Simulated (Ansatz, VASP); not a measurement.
**Two plane-wave programs on Cu4O**

```
Cu O
1.0
     4.97633    0.00000    0.00000
    -2.48817    4.30963    0.00000
     0.00000    0.00000    3.56333
Cu O
4 1
Direct
  0.00000 0.00000 0.00000
  0.50000 0.00000 0.00000
  0.00000 0.50000 0.00000
  0.50000 0.50000 0.00000
  0.00000 0.00000 0.50000
```

Alike in both runs: functional PBE; k mesh 12 × 12 × 10; occupations gaussian, width 0.1 eV; no spin polarisation.

Ansatz relaxed the structure, and its values are those at the end. VASP's run is a single point on that final structure, the one shown.

|  | VASP | Ansatz |
| --- | --- | --- |
| version | VASP 6.6.1 | Ansatz 0.2.0 |
| potentials or method | VASP PAW PBE potentials, release 64 (Cu, O), cutoff 520 eV | scalar-relativistic, plane waves, PAW |
| valence electrons in the cell | 50 | 82 |

```tsv
	VASP	Ansatz	Ansatz less VASP
gap on the k mesh at the Fermi level (eV)	none	none	-
pressure (GPa)	0.5	0.0	-0.48
```

A gap of «none» marks a metal or a gap that the smearing closes. VASP's potentials hold 50 valence electrons a cell and Ansatz's 82, so a difference there can come from the potentials and not from the codes.
